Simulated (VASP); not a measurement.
## Na2Zr: relaxation of cell and atoms with PBE

Crystal: Na2Zr.

```
Na Zr
1.0
     0.00000    3.04484    3.04484
     3.04484    0.00000    3.04484
     3.04484    3.04484    0.00000
Na Zr
2 1
Direct
  0.25000 0.25000 0.25000
  0.75000 0.75000 0.75000
  0.00000 0.00000 0.00000
```

```yaml
Program: VASP 6.6.1
Task: relaxation of cell and atoms
Functional: PBE
Potentials_or_basis: VASP PAW PBE potentials, release 64 (Na_pv, Zr_sv)
Cutoff: 600 eV
k_mesh: 6 × 6 × 6
Occupations: gaussian, width 0.1 eV
Spin: no spin polarisation
Dipole_correction: no
Further_INCAR_settings: ALGO = Fast; EDIFF = 1e-06; IBRION = 2; EDIFFG = -0.04; NSW = 90; ISIF = 3
```

The relaxed volume is 35.81 Å³/atom. The relaxed cell is a = 5.336 Å, b = 5.336 Å, c = 5.336 Å, α = 60.00°, β = 60.00°, γ = 60.00°, the space group after relaxing (to 0.1 Å) is Fm-3m (No. 225) and the energy gained by relaxing is 908.6 meV/atom. The ionic steps are 5. The pressure after relaxing is -0.1 GPa and the band gap on the k mesh is zero (bands 13 and 14 overlap by 0.21 eV).

The path:
```
step  energy change (eV)  largest force (eV/Å)  pressure (GPa)  volume (Å³)
   1              0.0000                0.0000           29.31        56.46
   2             -2.5344                0.0000            3.37        89.52
   3             -2.6943                0.0000            1.29        98.32
   4             -2.6856                0.0000           -1.13       117.60
   5             -2.7257                0.0000           -0.08       107.44
```

Final structure:
```
Na Zr
1.0
     0.00000    3.77324    3.77324
     3.77324    0.00000    3.77324
     3.77324    3.77324    0.00000
Na Zr
2 1
Direct
  0.25000 0.25000 0.25000
  0.75000 0.75000 0.75000
  0.00000 0.00000 0.00000
```

Levels at points of the mesh, in eV from the Fermi level:
| k point | band 9 | band 10 | band 11 | band 12 | band 13 | band 14 | band 15 | band 16 | band 17 |
| --- | --- | --- | --- | --- | --- | --- | --- | --- | --- |
| (0.00, 0.00, 0.00) | -23.87 | -23.87 | -3.49 | -0.07 | -0.07 | -0.07 | 0.47 | 0.47 | 4.28 |
| (0.50, 0.00, 0.00) | -23.88 | -23.88 | -1.97 | -0.83 | 0.01 | 0.01 | 0.55 | 0.67 | 0.67 |
| (0.50, 0.50, 0.00) | -23.87 | -23.87 | -1.25 | -0.58 | -0.43 | 0.51 | 0.63 | 0.63 | 0.79 |

Wall time 2.6 min on 1 thread of Intel(R) Xeon(R) 6975P-C (Granite Rapids) (shared host), peak memory 0.21 GiB.

Caveat: the volume moved by over 15 % at a fixed basis, so the end points are rough.
